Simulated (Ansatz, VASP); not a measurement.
# AlN: VASP beside Ansatz

File INCAR:

```
PREC = Accurate
ENCUT = 520
EDIFF = 1E-7
ISMEAR = 0
SIGMA = 0.05
LREAL = F
LASPH = T
NELM = 100
ALGO = Normal
ISIF = 2
LWAVE = F
LCHARG = F
GGA = PS
NBANDS = 16
```

Contents of KPOINTS:

```
Automatic mesh
0
Gamma
  9 9 6
```

The input POSCAR:

```
AlN
1.0
    3.4654111667      0.0000000000      0.0000000000
   -1.7327055834      3.0011341049      0.0000000000
    0.0000000000      0.0000000000      4.2083953209
Al N
2 2
Direct
    0.3333333333      0.6666666667      0.7500000000
    0.6666666667      0.3333333333      0.2500000000
    0.3333333333      0.6666666667      0.2500000000
    0.6666666667      0.3333333333      0.7500000000
```

Input for Ansatz:

```yaml
crystal:
  lattice:
    - [3.4654111667, 0.0, 0.0]
    - [-1.7327055834, 3.0011341049, 0.0]
    - [0.0, 0.0, 4.2083953209]
  atoms:
    - { symbol: Al, position: [0.3333333333, 0.6666666667, 0.75] }
    - { symbol: Al, position: [0.6666666667, 0.3333333333, 0.25] }
    - { symbol: "N", position: [0.3333333333, 0.6666666667, 0.25] }
    - { symbol: "N", position: [0.6666666667, 0.3333333333, 0.75] }
basis:
  ecutwfc: 520.0
kpoints:
  mp_grid: { grid: [9, 9, 6] }
hamiltonian:
  xc: pbesol
  pseudopotentials: { kind: paw, azcp: { folder: soft_1 } }
scf:
  occupations: { method: gaussian, width: 0.05 }
output:
  forces: true
  stress: true
  eigenvalues: true
```

Alike in both runs: task single point; functional PBEsol; k mesh 9 × 9 × 6; occupations gaussian, width 0.05 eV; no spin polarisation.

|  | VASP | Ansatz |
| --- | --- | --- |
| version | VASP 6.6.1 | Ansatz 0.2.0 |
| potentials or method | VASP PAW PBE potentials, release 64 (Al, N), cutoff 520 eV | scalar-relativistic, plane waves, PAW |
| valence electrons in the cell | 16 | 16 |

```tsv
	VASP	Ansatz	Ansatz less VASP
gap on the k mesh at the Fermi level (eV)	2.63	2.62	-0.009
least direct gap on the mesh (eV)	2.63	2.62	-0.009
pressure (GPa)	-19.9	-19.8	+0.05
traceless stress, the component that is largest in VASP (GPa)	4.02	3.99	-0.028
```

VASP's potentials were made for PBE, not for PBEsol, and Ansatz warns of the same on its side. With one functional, cell and mesh, what is left measures potentials, basis and numerics.
